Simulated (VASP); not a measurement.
The system is PbF2.

```
CELL_PARAMETERS angstrom
0.00000 2.96366 2.96366
2.96366 0.00000 2.96366
2.96366 2.96366 0.00000
ATOMIC_POSITIONS crystal
Pb 0.00000 0.00000 0.00000
F 0.75000 0.75000 0.75000
F 0.25000 0.25000 0.25000
```

Program: VASP 6.6.1. Alike in all runs: task single point; no spin polarisation; cell as given.

Order these runs on this cell by their band gap on the k mesh, lowest first.
A. level PBE0; potentials or basis VASP PAW PBE potentials, release 64 (Pb_d, F); k mesh 6 × 6 × 6; cutoff (eV) 520; smearing fermi-dirac 0.05 eV; grid for exact exchange (PRECFOCK) Normal; share of exact exchange 0.25
B. level PBE; potentials or basis VASP PAW PBE potentials, release 64 (Pb_d, F); k mesh 8 × 8 × 8; cutoff (eV) 600; smearing gaussian 0.029 eV
C. level LDA; potentials or basis VASP PAW LDA potentials, release 64 (Pb_d, F); k mesh 7 × 7 × 7; cutoff (eV) 600; smearing methfessel-paxton 0.1 eV
D. level r2SCAN+D3(BJ); potentials or basis VASP PAW PBE potentials, release 64 (Pb_d, F); k mesh 8 × 8 × 8; cutoff (eV) 660; smearing fermi-dirac 0.05 eV
E. level PBE-based global hybrid with 15 % exact exchange; potentials or basis VASP PAW PBE potentials, release 64 (Pb_d, F); k mesh 5 × 5 × 5; cutoff (eV) 520; smearing fermi-dirac 0.05 eV; grid for exact exchange (PRECFOCK) Normal; share of exact exchange 0.15

C (4.26 eV), B (4.42 eV), D (4.94 eV), E (5.76 eV), A (6.49 eV).

Caveats: spin-orbit coupling is left out, which moves the levels of the heavy elements; an odd mesh through Γ misses points on the zone boundary, where band edges can lie (at least some runs); the cell stands under tension (at least some runs); three body term missing (at least some runs).

A k mesh can miss the band edges, odd and even meshes differently.
